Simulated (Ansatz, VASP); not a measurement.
LaSiO: VASP beside Ansatz

Contents of INCAR:

```
ALGO     = Normal         # electronic algorithm
EDIFF    = 1E-6           # SCF threshold, eV
EDIFFG   = -0.01          # ionic threshold
ENCUT    = 600            # plane-wave cutoff, eV
GGA      = PE             # functional
IBRION   = 2              # ionic algorithm
ISIF     = 3              # what is computed and relaxed
ISMEAR   = 0              # smearing method
LASPH    = T              # aspherical terms in the spheres
LCHARG   = F              # write CHGCAR
LREAL    = F              # projectors in reciprocal space
LWAVE    = F              # write WAVECAR
NELM     = 100            # most SCF steps
NSW      = 100            # ionic steps
PREC     = Accurate       # precision mode
SIGMA    = 0.1            # smearing width, eV
```

File KPOINTS:

```
k-points
0
Gamma
  12 12 12
```

File POSCAR:

```
LaSiO
1.0
    3.8580492945      0.0000000000      0.0000000000
   -1.9290246472      3.3411686981      0.0000000000
    0.0000000000      0.0000000000      4.2208017989
La Si O
1 1 1
Direct
    0.0000000000      0.0000000000      0.5000000000
    0.6666666667      0.3333333333      0.0000000000
    0.3333333333      0.6666666667      0.0000000000
```

Input for Ansatz:

```yaml
crystal:
  lattice:
    - [3.8580492945, 0.0, 0.0]
    - [-1.9290246472, 3.3411686981, 0.0]
    - [0.0, 0.0, 4.2208017989]
  atoms:
    - { symbol: La, position: [0.0, 0.0, 0.5] }
    - { symbol: Si, position: [0.6666666667, 0.3333333333, 0.0] }
    - { symbol: O, position: [0.3333333333, 0.6666666667, 0.0] }
basis:
  ecutwfc: 420
kpoints:
  mp_grid: { grid: [12, 12, 12] }
hamiltonian:
  xc: pbe
scf:
  occupations: { method: gaussian, width: 0.1 }
output:
  forces: true
  stress: true
  eigenvalues: true
  write_density: true
  write_potential: true
  elf: true
  volumetric_format: npy
relax:
  adjacent_minimum: "off"
  f_tol: 0.01
  max_steps: 80
  cell: { stress_tol: 0.05 }
```

Change from the starting cell: species swapped into the TbNiAs type (P-6m2, No. 187).

Alike in both runs: task relaxation of cell and atoms; functional PBE; k mesh 12 × 12 × 12; occupations gaussian, width 0.1 eV; no spin polarisation.

```csv
,VASP,Ansatz
version,VASP 6.6.1,Ansatz 0.2.0
potentials or method,"VASP PAW PBE potentials, release 64 (La, Si, O), cutoff 600 eV","scalar-relativistic, plane waves, PAW"
valence electrons in the cell,21,21
```

|  | VASP | Ansatz | Ansatz less VASP |
| --- | --- | --- | --- |
| gap on the k mesh at the Fermi level, each at its own relaxed structure (eV) | none | none | - |
| relaxed volume (Å³/atom) | 18.10 | 18.12 | +0.027 |
| relaxed cell length with the largest relative difference (Å) | 4.182 | 4.193 | +0.0112 |

A gap of «none» marks a metal or a gap that the smearing closes.

Spin-orbit coupling is off throughout.
